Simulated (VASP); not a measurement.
Input of a VASP 6.6.1 run:

The input INCAR:

```
  ALGO = Normal
  EDIFF = 1E-6
  ENCUT = 500
  GGA = PE
  GGA_COMPAT = F
  ISIF = 2
  ISMEAR = -1
  LASPH = T
  LCHARG = F
  LREAL = F
  LWAVE = F
  NBANDS = 43
  NELECT = 58.0
  NELM = 120
  PREC = Accurate
  SIGMA = 0.01
```

KPOINTS

```
k-points
0
Gamma
  1 1 1
```

The input POSCAR:

```
Si
1.0
   10.8600000000      0.0000000000      0.0000000000
    0.0000000000      5.4300000000      0.0000000000
    0.0000000000      0.0000000000      5.4300000000
Si
15
Direct
    0.0005740000      0.9966860000      0.9921590000
    0.0028620000      0.5036580000      0.5014090000
    0.2539240000      0.0032970000      0.4986950000
    0.1204690000      0.2497770000      0.2512250000
    0.1247400000      0.7467910000      0.7517610000
    0.3744750000      0.2449760000      0.7545420000
    0.3679700000      0.7566100000      0.2540310000
    0.5017240000      0.9954420000      0.9968840000
    0.5043080000      0.4982360000      0.5079880000
    0.7511870000      0.9969860000      0.4993270000
    0.7489650000      0.5033010000      0.0024170000
    0.6236760000      0.2419470000      0.2570220000
    0.6274030000      0.7549770000      0.7402560000
    0.8762100000      0.2501360000      0.7411620000
    0.8705500000      0.7615670000      0.2525200000
```

Potentials or basis: VASP PAW PBE potentials, release 64 (Si).

Launch:

```bash
$ cat potpaw_PBE.64/Si/POTCAR > POTCAR
$ mpirun -np 1 vasp_gam > vasp.out
```

(1) Predict the largest force.

## Answers

(1) 1.974 eV/Å.

Caveat: the k points lie up to 1.16 Å⁻¹ apart, too coarse for converged energies, forces and pressures; the cell carries a net charge on a neutralising background, which shifts energy and pressure; forces of over 1 eV/Å act on the atoms, so gaps and moduli don't describe the material at rest.
